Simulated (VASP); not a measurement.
A run of VASP 6.6.1 is set up as follows.

File INCAR:

```
SYSTEM = SbS3
ALGO     = Normal         ! electronic algorithm
EDIFF    = 1E-6           ! SCF threshold, eV
ENCUT    = 520            ! plane-wave cutoff, eV
GGA      = PE             ! functional
ISIF     = 2              ! what is computed and relaxed
ISMEAR   = 0              ! smearing method
LASPH    = .True.         ! aspherical terms in the spheres
LCHARG   = .False.        ! write CHGCAR
LREAL    = .False.        ! projectors in reciprocal space
LWAVE    = .False.        ! write WAVECAR
NBANDS   = 20             ! bands
NELM     = 100            ! most SCF steps
PREC     = Accurate       ! precision mode
SIGMA    = 0.1            ! smearing width, eV
```

File KPOINTS:

```
k-points
0
Gamma
  4 4 4
  0 0 0
```

POSCAR

```
SbS3
1.0
    0.0000000000      4.0671933700      4.0671933700
    4.0671933700      0.0000000000      4.0671933700
    4.0671933700      4.0671933700      0.0000000000
Sb S
1 3
Direct
    0.0000000000      0.0000000000      0.0000000000
    0.2500000000      0.2500000000      0.2500000000
    0.7500000000      0.7500000000      0.7500000000
    0.5000000000      0.5000000000      0.5000000000
```

Potentials or basis: VASP PAW PBE potentials, release 64 (Sb, S).

Launch:

```sh
$ cat potpaw_PBE.64/Sb/POTCAR potpaw_PBE.64/S/POTCAR > POTCAR
$ mpirun -np 1 vasp_std > vasp.out
```

(1) Predict the pressure.

## Answers

(1) -11.7 GPa.
